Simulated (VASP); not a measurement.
Set up this calculation in VASP 6.6.1, as the native input.

| Property | Result |
| --- | --- |
| Task | relaxation of cell and atoms |
| Functional | PBEsol |
| Potentials or basis | VASP PAW PBE potentials, release 64 (Cu, O) |
| Cutoff | 600 eV |
| k mesh | 9 × 9 × 5 |
| Occupations | fermi-dirac, width 0.05 eV |
| Spin | no spin polarisation |
| Target pressure | 30 GPa |
| Dipole correction | no |
| Further INCAR settings | ALGO = Normal; EDIFF = 1e-07; IBRION = 2; EDIFFG = -0.02; NSW = 80; ISIF = 3 |

The structure of CuO lies in POSCAR:

```
CuO
1.0
    2.8795009639      0.0000000000      0.0000000000
    0.0390727580      2.8792794796      0.0000000000
    0.0174953863      0.0172449008      5.1763391994
Cu O
2 2
Direct
    0.0000000000      0.5000000000      0.0000000000
    0.5000000000      0.0000000000      0.5000000000
    0.9984239700      0.0016717800      0.7498871000
    0.0015760300      0.9983282200      0.2501129000
```

The input as run:

INCAR

```
SYSTEM = CuO
  PREC = Accurate
  ENCUT = 600
  EDIFF = 1E-7
  ISMEAR = -1
  SIGMA = 0.05
  LREAL = .False.
  LASPH = .True.
  NELM = 80
  ALGO = Normal
  ISIF = 3
  LWAVE = .False.
  LCHARG = .False.
  GGA = PS
  IBRION = 2
  NSW = 80
  EDIFFG = -0.02
  PSTRESS = 300.0
```

KPOINTS

```
regular mesh
0
Gamma
  9 9 5
  0 0 0
```

Potentials or basis: VASP PAW PBE potentials, release 64 (Cu, O).

Launch:

```console
$ cat potpaw_PBE.64/Cu/POTCAR potpaw_PBE.64/O/POTCAR > POTCAR
$ mpirun -np 1 vasp_std > vasp.out
```

It gave:

* Relaxed volume: 9.21 Å³/atom
* Relaxed cell: a = 2.680 Å, b = 2.679 Å, c = 5.133 Å, α = 89.73°, β = 89.74°, γ = 89.07°
* Space group after relaxing (to 0.1 Å): P4_2/mmc (No. 131)
* Energy change on relaxing (the run minimises the enthalpy): +122.2 meV/atom
* Ionic steps: 10
* Pressure after relaxing: 29.9 GPa
* Largest force after relaxing: 0.020 eV/Å
* Band gap on the k mesh: zero (bands 17 and 18 overlap by 1.03 eV)

Caveat: the cell is relaxed towards a set pressure, so the run minimises the enthalpy, not the energy; the PAW data sets were made with another functional, which shifts forces and pressure a little; semilocal functionals often make such compounds metallic where correlation or magnetic order opens a gap, which also shifts bond lengths.

Wall time 14 min on 1 thread of AMD EPYC 9R45 96-Core Processor (Zen 5), on a shared host, peak memory 0.3 GiB.
